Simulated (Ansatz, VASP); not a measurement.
One calculation of Mg8HO8, two programs

```
Mg O H
1.0
     0.00000    3.88900    3.88900
     3.88900    0.00000    3.88900
     3.88900    3.88900    0.00000
Mg O H
8 8 1
Direct
  0.99969 0.00160 0.00009
  0.99804 0.00051 0.50147
  0.99964 0.49911 0.00005
  0.99954 0.49906 0.50288
  0.50071 0.00016 0.99951
  0.50130 0.00076 0.50170
  0.50218 0.49916 0.00004
  0.50124 0.49693 0.50165
  0.24513 0.26503 0.24576
  0.25071 0.24946 0.75080
  0.24527 0.74469 0.24589
  0.24508 0.74444 0.76655
  0.75021 0.24957 0.25109
  0.75009 0.24953 0.75078
  0.76586 0.74445 0.24572
  0.75004 0.75017 0.75074
  0.37591 0.87408 0.37796
```

Alike in both runs: functional PBEsol; k mesh 2 × 2 × 2; occupations fermi-dirac, width 0.05 eV; collinear spin.

Ansatz relaxed the structure, and its values are those at the end. VASP's run is a single point on that final structure, the one shown.

|  | VASP | Ansatz |
| --- | --- | --- |
| version | VASP 6.6.1 | Ansatz 0.2.0 |
| potentials or method | VASP PAW PBE potentials, release 64 (Mg, O, H), cutoff 520 eV | scalar-relativistic, plane waves, PAW |
| valence electrons in the cell | 65 | 129 |

```tsv
	VASP	Ansatz	Ansatz less VASP
rms of the force components (eV/Å)	0.036	0.032	-0.0039
net moment per atom (μB)	0.04	0.04	0.000
size of the moment on the site where the two differ most (μB)	0.24	0.32	+0.079
```

VASP's potentials were made for PBE, not for PBEsol, and Ansatz warns of the same on its side. Site moments also hang on the region over which each program counts them. With one functional, cell and mesh, what is left measures potentials, basis and numerics. VASP's potentials hold 65 valence electrons a cell and Ansatz's 129, so a difference there can come from the potentials and not from the codes.

The k mesh is coarse, so the values compare programs but aren't converged.
